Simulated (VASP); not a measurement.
Here is a VASP 6.6.1 calculation.

Contents of INCAR:

```
SYSTEM = WSe2
PREC = Accurate
ENCUT = 520
EDIFF = 1E-6
ISMEAR = -1
SIGMA = 0.02
LREAL = .FALSE.
LASPH = .TRUE.
NELM = 60
ALGO = Normal
ISIF = 2
LWAVE = .FALSE.
LCHARG = .TRUE.
GGA = PE
LELF = .TRUE.
LVHAR = .TRUE.
NBANDS = 20
```

KPOINTS

```
Automatic mesh
0
G
  12 12 4
  0 0 0
```

File POSCAR:

```
WSe2
1.0
    3.1227901771      0.0000000000      0.0000000000
   -1.5613950885      2.8554699863      0.0000000000
    0.0000000000      0.0000000000      7.1842669523
W Se
1 2
Direct
    0.0022192377      0.0044384755      0.0000000000
    0.3322237145      0.6644474290      0.2362724355
    0.3322237145      0.6644474290      0.7637275645
```

Potentials or basis: VASP PAW PBE potentials, release 64 (W_sv, Se).

Command:

```sh
$ cat potpaw_PBE.64/W_sv/POTCAR potpaw_PBE.64/Se/POTCAR > POTCAR
$ mpirun -np 1 vasp_std > vasp.out
```

What does it give for the band gap on the k mesh?

1.18 eV (least direct gap 1.90 eV).

What does it give for the pressure?

8.3 GPa.

Predict the largest force.

0.373 eV/Å.

Forces in eV/Å, atoms in the order of the input:
```
W    0.000  0.055  0.000
Se   0.000 -0.027  0.372
Se   0.000 -0.027 -0.372
```

Caveat: the cell differs from its parent crystal (uniaxial x strain -5.3%); the cell stands under pressure; spin-orbit coupling is left out, which moves the levels of the heavy elements; this functional lacks dispersion, which binds the layers, so the pressure and a relaxed spacing across them are unreliable. A k mesh can miss the band edges.
